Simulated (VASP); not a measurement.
# RbCl (R-3m) in VASP: G0W0 quasiparticle levels with PBE

Aim: the G0W0 quasiparticle levels of RbCl with PBE.

Program: VASP 6.6.1. These are calculated values, not measurements. Logs are shortened: lines on timing, memory, paths and dates and some standing lists are left out, and cuts for length are marked.

### 1 The cell of the first run

It takes space group R-3m (No. 166, trigonal). Conventional cell: a = 4.675 Å, b = 4.675 Å, c = 11.280 Å, α = 90.00°, β = 90.00°, γ = 120.00°. Rb (site symmetry -3m) has 6 Cl at 3.29 Å within 4.3 Å. Cl (site symmetry -3m) has 6 Rb at 3.29 Å within 4.3 Å.

### 2 G0W0 quasiparticle levels, PBE

POSCAR reads:

```
RbCl
1.0
   -0.0330581282      3.2727546904      3.2727546904
    3.2727546904     -0.0330581282      3.2727546904
    3.2727546904      3.2727546904     -0.0330581282
Rb Cl
1 1
Direct
    0.0000000000      0.0000000000      0.0000000000
    0.5000000000      0.5000000000      0.5000000000
```

INCAR.step1 reads:

```
SYSTEM = RbCl
ALGO = Normal
EDIFF = 1E-8
ENCUT = 500
GGA = PE
ISMEAR = 0
LASPH = .TRUE.
LCHARG = .FALSE.
LREAL = .FALSE.
LWAVE = .TRUE.
NELM = 80
PREC = Accurate
SIGMA = 0.01
```

INCAR.step2 reads:

```
SYSTEM = RbCl
ALGO = Exact
EDIFF = 1E-8
ENCUT = 500
GGA = PE
ISMEAR = 0
ISTART = 1
LASPH = .TRUE.
LCHARG = .FALSE.
LOPTICS = .TRUE.
LREAL = .FALSE.
LWAVE = .TRUE.
NBANDS = 304
NELM = 1
PREC = Accurate
SIGMA = 0.01
```

INCAR.step3 reads:

```
SYSTEM = RbCl
ALGO = EVGW0
EDIFF = 1E-8
ENCUT = 500
ENCUTGW = 150.0
GGA = PE
ISMEAR = 0
ISTART = 1
LASPH = .TRUE.
LCHARG = .FALSE.
LREAL = .FALSE.
LWAVE = .FALSE.
NBANDS = 304
NBANDSGW = 16
NELMGW = 1
NOMEGA = 48
PREC = Accurate
PRECFOCK = Fast
SIGMA = 0.01
```

KPOINTS reads:

```
k-points
0
G
  4 4 4
  0 0 0
```

Potentials or basis: VASP PAW PBE potentials, release 64 (Rb_sv_GW, Cl_GW).

The run is started by

```
> cat potpaw_PBE.64/Rb_sv_GW/POTCAR potpaw_PBE.64/Cl_GW/POTCAR > POTCAR
> cp INCAR.step1 INCAR
> mpirun -np 1 vasp_std > vasp.out
> cp INCAR.step2 INCAR
> mpirun -np 1 vasp_std > vasp.out
> cp INCAR.step3 INCAR
> mpirun -np 1 vasp_std > vasp.out
```

OUTCAR:

```text
SYSTEM = RbCl
   EDIFF = 1E-8
   ENCUT = 500
   ENCUTGW = 150.0
   GGA = PE
   ISMEAR = 0
   ISTART = 1
   LASPH = .TRUE.
   LREAL = .FALSE.
   NELMGW = 1
   PREC = Accurate
   PRECFOCK = Fast

 ion  position               nearest neighbor table
   1  0.000  0.000  0.000-
   2  0.500  0.500  0.500-

  LATTYP: Found a trigonal (rhomboedric) cell.
 ALAT       =     4.6284921267
 COS(alpha) =     0.4898739989

  Lattice vectors:

 A1 = (  -0.0330581282,   3.2727546904,   3.2727546904)
 A2 = (   3.2727546904,  -0.0330581282,   3.2727546904)
 A3 = (   3.2727546904,   3.2727546904,  -0.0330581282)

Analysis of symmetry for initial positions (statically):
=====================================================================
 Subroutine PRICEL returns:
 Original cell was already a primitive cell.

 Routine SETGRP: Setting up the symmetry group for a
 trigonal (rhombohedral) supercell.

 Subroutine GETGRP returns: Found 12 space group operations
 (whereof 12 operations were pure point group operations)
 out of a pool of 12 trial point group operations.

The static configuration has the point symmetry D_3d.

Analysis of symmetry for dynamics (positions and initial velocities):
=====================================================================
 Subroutine PRICEL returns:
 Original cell was already a primitive cell.

 Routine SETGRP: Setting up the symmetry group for a
 trigonal (rhombohedral) supercell.

 Subroutine GETGRP returns: Found 12 space group operations
 (whereof 12 operations were pure point group operations)
 out of a pool of 12 trial point group operations.

The dynamic configuration has the point symmetry D_3d.

 Subroutine INISYM returns: Found 12 space group operations
 (whereof 12 operations are pure point group operations),
 and found     1 'primitive' translations

----------------------------------------------------------------------------------------

                                     Primitive cell

  volume of cell :      71.1707

  direct lattice vectors                    reciprocal lattice vectors
    -0.033058128  3.272754690  3.272754690    -0.150480973  0.152016493  0.152016493
     3.272754690 -0.033058128  3.272754690     0.152016493 -0.150480973  0.152016493
     3.272754690  3.272754690 -0.033058128     0.152016493  0.152016493 -0.150480973

  length of vectors
     4.628492127  4.628492127  4.628492127     0.262416751  0.262416751  0.262416751

  position of ions in fractional coordinates (direct lattice)
     0.000000000  0.000000000  0.000000000
     0.500000000  0.500000000  0.500000000

  ion indices of the primitive-cell ions
   primitive index   ion index
                 1           1
                 2           2

----------------------------------------------------------------------------------------

 KPOINTS: k-points

Automatic generation of k-mesh.
 Grid dimensions read from file:
 generate k-points for:    4    4    4

 Generating k-lattice:

  Cartesian coordinates                     Fractional coordinates (reciprocal lattice)
    -0.037620243  0.038004123  0.038004123     0.250000000 -0.000000000 -0.000000000
     0.038004123 -0.037620243  0.038004123    -0.000000000  0.250000000 -0.000000000
     0.038004123  0.038004123 -0.037620243    -0.000000000 -0.000000000  0.250000000

  Length of vectors
     0.065604188  0.065604188  0.065604188

  Shift w.r.t. Gamma in fractional coordinates (k-lattice)
     0.000000000  0.000000000  0.000000000

 Subroutine IBZKPT returns following result:
 ===========================================

 Found     13 irreducible k-points:

 Following reciprocal coordinates:
            Coordinates               Weight
  0.000000  0.000000  0.000000      1.000000
  0.250000  0.000000  0.000000      6.000000
  0.500000  0.000000  0.000000      3.000000
  0.250000  0.250000 -0.000000      6.000000
  0.500000  0.250000  0.000000     12.000000
 -0.250000  0.250000  0.000000      6.000000
  0.500000  0.500000 -0.000000      3.000000
  0.250000  0.250000  0.250000      2.000000
  0.500000  0.250000  0.250000      6.000000
 -0.250000  0.250000  0.250000      6.000000
  0.500000  0.500000  0.250000      6.000000
 -0.250000  0.500000  0.250000      6.000000
  0.500000  0.500000  0.500000      1.000000
   k-points           NKPTS =     13   k-points in BZ     NKDIM =     64   number of bands    NBANDS=    304
   number of dos      NEDOS =    301   number of ions     NIONS =      2
   total plane-waves  NPLWV =  46656
   dimension x,y,z NGX =    36 NGY =   36 NGZ =   36
   dimension x,y,z NGXF=    72 NGYF=   72 NGZF=   72
   ions per type =               1   1
   NGX,Y,Z   is equivalent  to a cutoff of  12.93, 12.93, 12.93 a.u.
   NGXF,Y,Z  is equivalent  to a cutoff of  25.86, 25.86, 25.86 a.u.
 SYSTEM =  RbCl
   PREC   = accura    normal or accurate (medium, high low for compatibility)
   ISTART =      1    job   : 0-new  1-cont  2-samecut
   ICHARG =      0    charge: 1-file 2-atom 10-const
   ISPIN  =      1    spin polarized calculation?
   LNONCOLLINEAR =      F non collinear calculations
   LSORBIT =      F    spin-orbit coupling
   LASPH  =      T    aspherical Exc in radial PAW
   ENCUT  =  500.0 eV  36.75 Ry    6.06 a.u.   8.44  8.44  8.44*2*pi/ulx,y,z
   NELM   =     60;   NELMIN=  2; NELMDL=  0     # of ELM steps
   EDIFF  = 0.1E-07   stopping-criterion for ELM
   LREAL  =      F    real-space projection
   EDIFFG = 0.1E-06   stopping-criterion for IOM
   NSW    =      0    number of steps for IOM
   IBRION =     -1    ionic relax: 0-MD 1-quasi-New 2-CG
   NFREE  =      0    steps in history (QN), initial steepest desc. (CG)
   ISIF   =      0    stress and relaxation
   ISYM   =      3    0-nonsym 1-usesym 2-fastsym
   POTIM  = 0.5000    time-step for ionic-motion
   TEBEG  =    0.0;   TEEND  =   0.0 temperature during run
   PSTRESS=    0.0 pullay stress
   NELECT =      16.0000    total number of electrons
   NUPDOWN=      -1.0000    fix difference up-down
   EMIN   =  10.00;   EMAX   =-10.00  energy-range for DOS
   EFERMI =   0.00;   METHOD = LEGACY
   ISMEAR =     0;   SIGMA  =   0.01  broadening in eV -4-tet -1-fermi 0-gaus
   EFERMI_NEDOS =   21; number of points for ismear=-14 and -15
   IALGO  =     38    algorithm
   IMIX   =      4    mixing-type and parameters
     AMIX     =   0.40;   BMIX     =  1.00
     AMIX_MAG =   1.60;   BMIX_MAG =  1.00
  volume/ion in A,a.u.               =      35.59       240.14
  Fermi-wavevector in a.u.,A,eV,Ry     =   0.995439  1.881106 13.481987  0.990898
  Thomas-Fermi vector in A             =   2.127459
   LORBIT       =      0    0 simple, 1 ext, 2 COOP (PROOUT), +10 PAW based schemes
   GGA     = PE    functional components
   LHFCALC =     T    Hartree Fock is set to
   PRECFOCK=fast      Normal, Fast or Accurate (Low or Medium for compatibility)
   ENCUT4O =  -1.0   cutoff for four orbital integrals eV
   NKREDX  =     1    reduce k-point grid by
   NKREDY  =     1    reduce k-point grid by
   NKREDZ  =     1    reduce k-point grid by
   AEXX    =    1.0000 exact exchange contribution
   HFSCREEN=    0.0000 screening length (either q_TF or 0.3 A-1)
   HFSCREENC=   0.0000 screening length for correlation (either q_TF or 0.3 A-1)
   ENCUTFOCK=  -1.0 apply spherical cutoff to Coloumb kernel
   IVDW    =     0    specifies the selected vdW correction
   LEPSILON=     F    determine dielectric tensor
   LRPA    =     F    only Hartree local field effects (RPA)
   LRPAFORCE           =     F    calculate RPA forces
   ENCUTGW             = 150.0    cutoff for response function in eV
   ENCUTGWSOFT         = 120.0    soft cutoff for Coulomb kernel in GW response function in eV
   ENCUTLF             =  -1.0    cutoff for local field effects
   NELMGW              =     1    number of iterations in solving QP/BSE equation
   NELMHF              =     1    number of iterations in the inner HF iteration
   NKREDLFX            =     1    NKREDLFY  =   1   NKREDLFZ  =   1
 non-spin polarized calculation
 Gauss-broadening in eV      SIGMA  =   0.01
  energy-cutoff  :      500.00
  volume of cell :       71.17
 maximum number of plane-waves:      1822
 NGX is ok and might be reduce to    36
  NGX = 18; NGY = 18; NGZ = 18
   NGX = 17   NGY = 17   NGZ = 17
 maximum number of plane-waves:       303

 QP shifts <psi_nk| G(iteration)W_0 |psi_nk>: iteration 1
 for sc-GW calculations column KS-energies equals QP-energies in previous step
 and V_xc(KS)=  KS-energies - (<T + V_ion + V_H > + <T+V_H+V_ion>^1  + <V_x>^1)

 k-point   1 :       0.0000    0.0000    0.0000
  band No.  KS-energies  QP-energies   sigma(KS)   V_xc(KS)     V^pw_x(r,r')   Z            occupation Imag(sigma)

      1     -25.1988     -27.0364     -19.1830     -16.4737     -26.9172       0.6783       2.0000       1.0372
      2     -13.2758     -14.8610     -17.4472     -15.2345     -24.3740       0.7164       2.0000       1.2298
      3      -9.2443     -12.2186     -18.7921     -15.1760     -20.9079       0.8225       2.0000       0.1073
      4      -9.2443     -12.2186     -18.7921     -15.1760     -20.9079       0.8225       2.0000       0.1073
      5      -9.2443     -12.2186     -18.7921     -15.1760     -20.9079       0.8225       2.0000       0.1073
      6      -1.2823      -3.3645     -16.6899     -14.0639     -18.5163       0.7929       2.0000       0.0909
[... 8 lines left out ...]
     15      10.7922      10.9612      -3.9137      -4.1171      -0.6651       0.8306       0.0000      -0.1677
     16      15.4685      17.6004      -9.4698     -12.1067      -5.2763       0.8085       0.0000      -0.2139

 k-point   2 :       0.2500    0.0000    0.0000
  band No.  KS-energies  QP-energies   sigma(KS)   V_xc(KS)     V^pw_x(r,r')   Z            occupation Imag(sigma)

      1     -25.1909     -27.0296     -19.1934     -16.4859     -26.9251       0.6791       2.0000       1.0320
      2     -13.3082     -14.9049     -17.4320     -15.1857     -24.3090       0.7108       2.0000       1.2137
      3      -9.2502     -12.2237     -18.7801     -15.1648     -20.8882       0.8225       2.0000       0.1042
      4      -9.2502     -12.2237     -18.7801     -15.1648     -20.8882       0.8225       2.0000       0.1042
      5      -9.2289     -12.1678     -18.7685     -15.1905     -20.9214       0.8214       2.0000       0.1112
      6      -1.7573      -3.9009     -15.8175     -13.1107     -17.6335       0.7919       2.0000       0.0925
[... 8 lines left out ...]
     15      12.3396      13.6302      -6.8281      -8.3752      -3.2133       0.8342       0.0000      -0.1649
     16      13.1622      13.7494      -5.1061      -5.7914      -1.5805       0.8569       0.0000      -0.2679

 k-point   3 :       0.5000    0.0000    0.0000
  band No.  KS-energies  QP-energies   sigma(KS)   V_xc(KS)     V^pw_x(r,r')   Z            occupation Imag(sigma)

      1     -25.1830     -27.0247     -19.2038     -16.4981     -26.9330       0.6807       2.0000       1.0270
      2     -13.3403     -14.9625     -17.4167     -15.1380     -24.2453       0.7119       2.0000       1.1980
      3      -9.2583     -12.2249     -18.7678     -15.1536     -20.8683       0.8208       2.0000       0.1012
      4      -9.2540     -12.2244     -18.7662     -15.1512     -20.8675       0.8217       2.0000       0.1011
      5      -9.2134     -12.1187     -18.7478     -15.2073     -20.9357       0.8206       2.0000       0.1149
      6      -2.1386      -4.3513     -15.3266     -12.5336     -17.1830       0.7922       2.0000       0.0969
[... 174 lines left out ...]
      1     -25.1780     -27.0312     -19.2109     -16.5057     -26.9381       0.6850       2.0000       1.0277
      2     -13.2607     -14.8763     -17.4909     -15.2653     -24.3790       0.7259       2.0000       1.2143
      3      -9.4298     -12.4126     -18.4926     -14.8470     -20.6531       0.8182       2.0000       0.1244
      4      -9.4190     -12.3999     -18.5007     -14.8567     -20.6626       0.8180       2.0000       0.1246
      5      -9.2323     -12.1830     -18.7815     -15.1921     -20.9118       0.8221       2.0000       0.1056
      6      -1.7170      -3.8594     -16.0799     -13.3654     -17.9416       0.7892       2.0000       0.0941
[... 8 lines left out ...]
     15      10.9511      12.3367      -7.6279      -9.2865      -4.1216       0.8354       0.0000      -0.1053
     16      11.3835      12.4854      -6.8898      -8.2264      -3.2721       0.8243       0.0000      -0.1565

 k-point  13 :       0.5000    0.5000    0.5000
  band No.  KS-energies  QP-energies   sigma(KS)   V_xc(KS)     V^pw_x(r,r')   Z            occupation Imag(sigma)

      1     -25.1819     -27.0252     -19.2056     -16.4998     -26.9341       0.6813       2.0000       1.0268
      2     -13.3338     -14.9548     -17.4237     -15.1470     -24.2524       0.7120       2.0000       1.1978
      3      -9.2589     -12.2256     -18.7597     -15.1440     -20.8615       0.8205       2.0000       0.1011
      4      -9.2589     -12.2256     -18.7597     -15.1440     -20.8615       0.8205       2.0000       0.1011
      5      -9.2298     -12.1372     -18.7341     -15.1914     -20.9210       0.8207       2.0000       0.1149
      6      -2.1341      -4.3485     -15.3293     -12.5334     -17.1907       0.7920       2.0000       0.0970
[... 8 lines left out ...]
     15      10.8166      12.2343      -7.2915      -9.0002      -3.6269       0.8297       0.0000      -0.1256
     16      10.8451      12.7175      -8.8739     -11.1194      -5.1840       0.8338       0.0000      -0.1058
```

Wall time 29 min (1 thread of Intel Xeon 8259CL, shared host); peak memory 1.1 GiB.

Results:

| Item | Value |
| --- | --- |
| Quasiparticle gap | 7.71 eV |
| Least direct quasiparticle gap | 7.71 eV |
| Band gap of the starting levels on the mesh | 4.99 eV |
| Least direct gap of the starting levels on the mesh | 4.99 eV |

Caveat: the k points lie up to 0.41 Å⁻¹ apart; bands, screening cutoff and mesh are small and nothing is extrapolated, so the quasiparticle values aren't converged.
